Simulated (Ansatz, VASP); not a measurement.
# Two plane-wave programs on NiO2

INCAR

```
PREC     = Accurate       # precision mode
ENCUT    = 520            # plane-wave cutoff, eV
EDIFF    = 1E-7           # SCF threshold, eV
ISMEAR   = 0              # smearing method
SIGMA    = 0.05           # smearing width, eV
LREAL    = False          # projectors in reciprocal space
LASPH    = True           # aspherical terms in the spheres
NELM     = 80             # most SCF steps
ALGO     = Normal         # electronic algorithm
ISIF     = 2              # what is computed and relaxed
LWAVE    = False          # write WAVECAR
LCHARG   = False          # write CHGCAR
GGA      = PS             # functional
NBANDS   = 18             # bands
```

File KPOINTS:

```
regular mesh
0
Gamma
  12 12 6
```

The input POSCAR:

```
NiO2
1.0
    2.8419904474      0.0000000000      0.0000000000
   -1.4209952237      2.4612359247      0.0000000000
    0.0000000000      0.0000000000      4.7717019612
Ni O
1 2
Direct
    0.0000000000      0.0000000000      0.5000000000
    0.6666666667      0.3333333333      0.7253664501
    0.3333333333      0.6666666667      0.2746335499
```

Input for Ansatz:

```yaml
crystal:
  lattice:
    - [2.8419904474, 0.0, 0.0]
    - [-1.4209952237, 2.4612359247, 0.0]
    - [0.0, 0.0, 4.7717019612]
  atoms:
    - { symbol: Ni, position: [0.0, 0.0, 0.5] }
    - { symbol: O, position: [0.6666666667, 0.3333333333, 0.7253664501] }
    - { symbol: O, position: [0.3333333333, 0.6666666667, 0.2746335499] }
basis:
  ecutwfc: 520.0
kpoints:
  mp_grid: { grid: [12, 12, 6] }
hamiltonian:
  xc: pbesol
scf:
  occupations: { method: gaussian, width: 0.05 }
output:
  forces: true
  stress: true
  eigenvalues: true
```

Alike in both runs: task single point; functional PBEsol; k mesh 12 × 12 × 6; occupations gaussian, width 0.05 eV; no spin polarisation.

|  | VASP | Ansatz |
| --- | --- | --- |
| version | VASP 6.6.1 | Ansatz 0.2.0 |
| potentials or method | VASP PAW PBE potentials, release 64 (Ni, O), cutoff 520 eV | scalar-relativistic, plane waves, PAW |
| valence electrons in the cell | 22 | 30 |

```tsv
	VASP	Ansatz	Ansatz less VASP
gap on the k mesh at the Fermi level (eV)	0.73	0.76	+0.024
least direct gap on the mesh (eV)	0.81	0.83	+0.020
pressure (GPa)	-22.0	-22.5	-0.48
traceless stress, the component that is largest in VASP (GPa)	-4.02	-3.95	+0.070
rms of the force components (eV/Å)	1.180	1.214	+0.0339
```

VASP's potentials were made for PBE, not for PBEsol. Atom by atom the forces differ by 0.034 eV/Å (rms over components). The functional is the same, so the differences come from potentials, cutoffs and numerics. VASP's potentials hold 22 valence electrons a cell and Ansatz's 30, so a difference there can come from the potentials and not from the codes.
